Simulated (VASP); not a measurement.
Set up this calculation in VASP 6.6.1, as the native input.

```yaml
Task: relaxation of cell and atoms
Functional: PBE
Potentials_or_basis: VASP PAW PBE potentials, release 64 (Zn, Sn_d, N)
Cutoff: 600 eV
k_mesh: 5 × 5 × 1
Occupations: gaussian, width 0.2 eV
Spin: no spin polarisation
Dipole_correction: no
Further_INCAR_settings: ALGO = Normal; EDIFF = 1e-06; IBRION = 2; EDIFFG = -0.08; NSW = 36; ISIF = 3
```

The structure of ZnSn2N lies in POSCAR:

```
ZnSn2N
1.0
    3.4000000000      0.0000000000      0.0000000000
   -1.7000000000      2.9444863700      0.0000000000
    0.0000000000      0.0000000000     15.4000000000
Zn Sn N
2 4 2
Direct
    0.6666666700      0.3333333300      0.2500000000
    0.3333333300      0.6666666700      0.7500000000
    0.3333333300      0.6666666700      0.0840000000
    0.6666666700      0.3333333300      0.9160000000
    0.6666666700      0.3333333300      0.5840000000
    0.3333333300      0.6666666700      0.4160000000
    0.0000000000      0.0000000000      0.0000000000
    0.0000000000      0.0000000000      0.5000000000
```

One way to write it, as run:

INCAR

```
SYSTEM = ZnSn2N
PREC = Accurate ; ENCUT = 600
EDIFF = 1E-6 ; ISMEAR = 0
SIGMA = 0.2 ; LREAL = .False.
LASPH = .True. ; NELM = 80
ALGO = Normal ; ISIF = 3
LWAVE = .False. ; LCHARG = .False.
GGA = PE ; IBRION = 2
NSW = 36 ; EDIFFG = -0.08
```

KPOINTS

```
regular mesh
0
Gamma
  5 5 1
  0 0 0
```

Potentials or basis: VASP PAW PBE potentials, release 64 (Zn, Sn_d, N).

Launch:

```sh
$ cat potpaw_PBE.64/Zn/POTCAR potpaw_PBE.64/Sn_d/POTCAR potpaw_PBE.64/N/POTCAR > POTCAR
$ mpirun -np 1 vasp_std > vasp.out
```

It gave:

The relaxed volume is 19.97 Å³/atom, the relaxed cell is a = 3.262 Å, b = 3.262 Å, c = 17.338 Å, α = 90.00°, β = 90.00°, γ = 120.00° and the space group after relaxing (to 0.1 Å) is P6_3/mmc (No. 194). The energy gained by relaxing is 114.2 meV/atom and the ionic steps are 13. The pressure after relaxing is 0.0 GPa and the largest force after relaxing is 0.067 eV/Å. The band gap on the k mesh is zero (bands 45 and 46 overlap by 1.64 eV).

Caveat: the k points lie up to 0.44 Å⁻¹ apart in the final cell, too coarse for converged energies and pressures of a metal; spin-orbit coupling is left out, which moves the levels of the heavy elements; the relaxation stopped at a loose force limit of 0.08 eV/Å, so its end isn't a converged minimum.

It took 16 min on 1 thread of Intel Xeon 8259CL (shared host), peak memory 0.34 GiB.
